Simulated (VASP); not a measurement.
## AgCl (Chlorargyrite): electric field gradients with LDA

Crystal: AgCl (Chlorargyrite).

```
CELL_PARAMETERS angstrom
0.00000 2.73500 2.73500
2.73500 0.00000 2.73500
2.73500 2.73500 0.00000
ATOMIC_POSITIONS crystal
Ag 0.89500 0.89500 0.10500
Cl 0.60500 0.60500 0.39500
```

This cell differs from its parent crystal: shortest bond scaled by 0.58.

```yaml
Program: VASP 6.6.1
Task: electric field gradients
Functional: LDA
Potentials_or_basis: VASP PAW LDA potentials, release 64 (Ag, Cl)
Cutoff: 520 eV
k_mesh: 7 × 7 × 7
Occupations: fermi-dirac, width 0.03 eV
Spin: no spin polarisation
Dipole_correction: no
Further_INCAR_settings: ALGO = Normal; EDIFF = 1e-08; NBANDS = 16
```

```
Pressure               : 87.3 GPa
Largest force          : 42.313 eV/Å
Band gap on the k mesh : 1.83 eV, indirect (least direct gap 2.15 eV)
```

Forces in eV/Å, atoms in the order of the input:
```
Ag    0.000   0.000  42.313
Cl    0.000   0.000 -42.313
```

Stress tensor (GPa, compression positive):
```
 -1.41   0.00   0.00
  0.00  -1.41   0.00
  0.00   0.00 264.79
```

Levels at points of the mesh, in eV from the valence-band top:
```tsv
k point	band 7	band 8	band 9	band 10	band 11	band 12
(0.00, 0.00, 0.00)	-0.91	-0.40	-0.40	1.83	8.01	8.01
```

Electric field gradients, principal values (V/Å²):
| atom | least | middle | greatest (by size) |
| --- | --- | --- | --- |
| 1 Ag | 241.268 | 241.268 | -482.536 |
| 2 Cl | 10.724 | 10.725 | -21.448 |

It took 65 s on 1 thread of Intel Xeon 8259CL (shared host), peak memory 0.16 GiB.

Caveat: the cell differs from its parent crystal (shortest bond scaled by 0.58); without QUAD_EFG the Cq values of the log hold for a quadrupole moment of 1 mb, not for the nuclei; forces of over 1 eV/Å act on the atoms, so gaps and moduli don't describe the material at rest. A k mesh can miss the band edges.
